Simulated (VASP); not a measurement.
Write the native input for VASP 6.6.1 that does the following.

* Task: single point
* Functional: PBE
* Potentials or basis: VASP PAW PBE potentials, release 64 (Hg)
* Cutoff: 520 eV
* k mesh: 13 × 13 × 13
* Occupations: fermi-dirac, width 0.05 eV
* Spin: no spin polarisation
* Dipole correction: no
* Further INCAR settings: ALGO = Normal; EDIFF = 1e-06; NBANDS = 12

The structure of Hg lies in POSCAR:

```
Hg
1.0
    3.1111720119      0.0000000000      0.0000000000
    0.0000000000      3.1111720119      0.0000000000
    0.0000000000      0.0000000000      3.1111720119
Hg
1
Direct
    0.0000000000      0.0000000000      0.0000000000
```

One way to write it, as run:

INCAR

```
PREC     = Accurate       # precision mode
ENCUT    = 520            # plane-wave cutoff, eV
EDIFF    = 1E-6           # SCF threshold, eV
ISMEAR   = -1             # smearing method
SIGMA    = 0.05           # smearing width, eV
LREAL    = False          # projectors in reciprocal space
LASPH    = True           # aspherical terms in the spheres
NELM     = 60             # most SCF steps
ALGO     = Normal         # electronic algorithm
ISIF     = 2              # what is computed and relaxed
LWAVE    = False          # write WAVECAR
LCHARG   = True           # write CHGCAR
GGA      = PE             # functional
LELF     = True           # ELF
LVHAR    = True         
NBANDS   = 12             # bands
```

KPOINTS

```
Automatic mesh
0
Gamma
  13 13 13
```

Potentials or basis: VASP PAW PBE potentials, release 64 (Hg).

Command:

```sh
$ cat potpaw_PBE.64/Hg/POTCAR > POTCAR
$ mpirun -np 1 vasp_std > vasp.out
```

Results of the run:

| Quantity | Value |
| --- | --- |
| Pressure | 0.2 GPa |
| Band gap on the k mesh | zero (bands 6 and 7 overlap by 3.57 eV) |

Caveat: spin-orbit coupling is left out, which moves the levels of the heavy elements.

Run time: 6 s on 1 thread of Intel Xeon 6975P-C, with other jobs on the host, peak memory 0.16 GiB.
